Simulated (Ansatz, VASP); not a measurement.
## NaH in VASP and in Ansatz

```
CELL_PARAMETERS angstrom
-0.12503 2.59706 2.59706
2.59706 -0.12503 2.59706
2.59706 2.59706 -0.12503
ATOMIC_POSITIONS crystal
Na 0.99530 0.99530 0.99530
H 0.25470 0.25470 0.25470
```

Change from the starting cell: epitaxial_111 strain +4.8%.

Alike in both runs: task single point; functional r2SCAN; k mesh 8 × 8 × 8; no spin polarisation.

|  | VASP | Ansatz |
| --- | --- | --- |
| version | VASP 6.6.1 | Ansatz 0.2.0 |
| potentials or method | VASP PAW PBE potentials, release 64 (Na_pv, H) | plane waves, PAW |
| plane-wave cutoff (eV) | 520 | 500 |
| occupations | gaussian, width 0.01 eV | fixed |
| valence electrons in the cell | 8 | 10 |

```csv
,VASP,Ansatz,Ansatz less VASP
gap on the k mesh at the Fermi level (eV),3.87,3.87,-0.002
pressure (GPa),-1.2,-1.1,+0.07
"traceless stress, the component that is largest in VASP (GPa)",0.53,0.54,+0.015
rms of the force components (eV/Å),0.003,0.004,+0.0007
```

VASP's potentials were made for PBE, not for r2SCAN. Atom by atom the forces differ by 0.001 eV/Å (rms over components). VASP's potentials hold 8 valence electrons a cell and Ansatz's 10, so a difference there can come from the potentials and not from the codes.
